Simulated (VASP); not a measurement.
Wanted: the native input for a VASP 6.6.1 run.

```
Task                   : single point
Functional             : PBEsol
Potentials or basis    : VASP PAW PBE potentials, release 64 (Mg, Mo_sv)
Cutoff                 : 520 eV
k mesh                 : 13 × 13 × 13
Occupations            : fermi-dirac, width 0.03 eV
Spin                   : no spin polarisation
Dipole correction      : no
Further INCAR settings : ALGO = Normal; EDIFF = 1e-07; NBANDS = 15
```

The structure of MgMo (L11 type) lies in POSCAR:

```
MgMo
1.0
    1.4354642191     -0.8287656533      4.9718665758
    0.0000000000      1.6575313066      4.9718665758
   -1.4354642191     -0.8287656533      4.9718665758
Mg Mo
1 1
Direct
    0.0000000000      0.0000000000      0.0000000000
    0.5000000000      0.5000000000      0.5000000000
```

This cell differs from its parent crystal: volume scaled by 1.06.

The input as run:

INCAR

```
SYSTEM = MgMo
  ALGO = Normal
  EDIFF = 1E-7
  ENCUT = 520
  GGA = PS
  ISIF = 2
  ISMEAR = -1
  LASPH = .True.
  LCHARG = .False.
  LREAL = .False.
  LWAVE = .False.
  NBANDS = 15
  NELM = 100
  PREC = Accurate
  SIGMA = 0.03
```

KPOINTS

```
k-points
0
Gamma
  13 13 13
  0 0 0
```

Potentials or basis: VASP PAW PBE potentials, release 64 (Mg, Mo_sv).

Launch:

```sh
$ cat potpaw_PBE.64/Mg/POTCAR potpaw_PBE.64/Mo_sv/POTCAR > POTCAR
$ mpirun -np 1 vasp_std > vasp.out
```

Results of the run:

```json
{
 "Pressure": "-6.6 GPa",
 "Band gap on the k mesh": "zero (band 8 reaches 7.84 eV, above the bottom of band 9 at 6.34 eV)"
}
```

Caveat: the PAW data sets were made with another functional, which shifts forces and pressure a little.

It took 2.2 min on 1 thread of Intel(R) Xeon(R) 6975P-C (Granite Rapids), on a shared host, peak memory 0.33 GiB.
